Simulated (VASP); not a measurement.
SiC: single point with PBE

The system is SiC, a slab with vacuum.

```
Si C
1.0
     3.09192    0.00000    0.00000
     0.00000    5.07428    0.00000
     0.00000    0.00000   16.89260
Si C
2 2
Direct
  0.75000 0.58029 0.50250
  0.25000 0.08029 0.49750
  0.75000 0.91971 0.49058
  0.25000 0.41971 0.50942
```

```json
{"Program": "VASP 6.6.1", "Task": "single point", "Functional": "PBE", "Potentials or basis": "VASP PAW PBE potentials, release 64 (Si, C)", "Cutoff": "520 eV", "k mesh": "8 × 5 × 1", "Occupations": "fermi-dirac, width 0.02 eV", "Spin": "no spin polarisation", "Dipole correction": "yes", "Further INCAR settings": "ALGO = Normal; EDIFF = 1e-06; NBANDS = 16"}
```

The largest force is 0.006 eV/Å. The band gap on the k mesh is 2.79 eV (least direct gap 2.93 eV).

Forces on the atoms (eV/Å):
```
Si   0.000  0.005  0.004
Si   0.000  0.005 -0.004
C    0.000 -0.005  0.004
C    0.000 -0.005 -0.004
```

Levels at points of the mesh, in eV from the valence-band top:
```tsv
k point	band 4	band 5	band 6	band 7	band 8	band 9	band 10	band 11	band 12	band 13
(0.00, 0.00, 0.00)	-3.86	-3.14	-1.36	-1.01	-0.35	3.20	3.28	3.70	4.89	5.25
(0.50, 0.00, 0.00)	-6.52	-4.48	-4.48	-0.94	-0.94	3.68	3.68	6.63	6.63	7.85
```

Run time: 55 s on 1 thread of Intel(R) Xeon(R) 6975P-C (Granite Rapids), with other jobs on the host, peak memory 0.35 GiB.
